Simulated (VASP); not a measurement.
A run of VASP 6.6.1 is set up as follows.

INCAR

```
SYSTEM = Ga3Sb
PREC = Accurate ; ENCUT = 520
EDIFF = 1E-6 ; ISMEAR = 0
SIGMA = 0.1 ; LREAL = .False.
LASPH = .True. ; NELM = 60
ALGO = Fast ; ISIF = 2
LWAVE = .False. ; LCHARG = .True.
GGA = PE ; LELF = .True.
LVHAR = .True. ; NBANDS = 30
```

KPOINTS

```
regular mesh
0
Gamma
  14 14 14
  0 0 0
```

File POSCAR:

```
Ga3Sb
1.0
   -2.2390064913      2.2390064913      4.1341716895
    2.2390064913     -2.2390064913      4.1341716895
    2.2390064913      2.2390064913     -4.1341716895
Ga Sb
3 1
Direct
    0.7500000000      0.2500000000      0.5000000000
    0.2500000000      0.7500000000      0.5000000000
    0.5000000000      0.5000000000      0.0000000000
    0.0000000000      0.0000000000      0.0000000000
```

Potentials or basis: VASP PAW PBE potentials, release 64 (Ga_d, Sb).

The run is started by

```console
$ cat potpaw_PBE.64/Ga_d/POTCAR potpaw_PBE.64/Sb/POTCAR > POTCAR
$ mpirun -np 1 vasp_std > vasp.out
```

Question: Predict the pressure.

Answer: 3.2 GPa.

Question: Predict the band gap on the k mesh.

Answer: Zero (bands 22 and 23 overlap by 4.62 eV).

Stress tensor (GPa, compression positive):
```
3.29 0.00 0.00
0.00 3.29 0.00
0.00 0.00 3.16
```

Caveat: the cell stands under pressure; spin-orbit coupling is left out, which moves the levels of the heavy elements.
